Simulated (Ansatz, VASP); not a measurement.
## Two plane-wave programs on TiO2

```
Ti O
1.0
     4.62101    0.00000    0.00000
     0.00000    4.62101    0.00000
     0.00000    0.00000    2.83314
Ti O
2 4
Direct
  0.00000 0.00000 0.00000
  0.50000 0.50000 0.50000
  0.30510 0.30510 0.00000
  0.19490 0.80510 0.50000
  0.69490 0.69490 0.00000
  0.80510 0.19490 0.50000
```

Alike in both runs: task single point; functional PBE; k mesh 8 × 8 × 10; occupations gaussian, width 0.05 eV; no spin polarisation.

|  | VASP | Ansatz |
| --- | --- | --- |
| version | VASP 6.6.1 | Ansatz 0.2.0 |
| potentials or method | VASP PAW PBE potentials, release 64 (Ti_sv, O), cutoff 520 eV | scalar-relativistic, plane waves, PAW |
| valence electrons in the cell | 48 | 48 |

```csv
,VASP,Ansatz,Ansatz less VASP
gap on the k mesh at the Fermi level (eV),2.05,2.08,+0.029
least direct gap on the mesh (eV),2.05,2.08,+0.029
pressure (GPa),17.1,16.3,-0.73
"traceless stress, the component that is largest in VASP (GPa)",11.44,11.14,-0.292
rms of the force components (eV/Å),0.213,0.193,-0.0202
```

Atom by atom the forces differ by 0.020 eV/Å (rms over components). With one functional, cell and mesh, what is left measures potentials, basis and numerics.
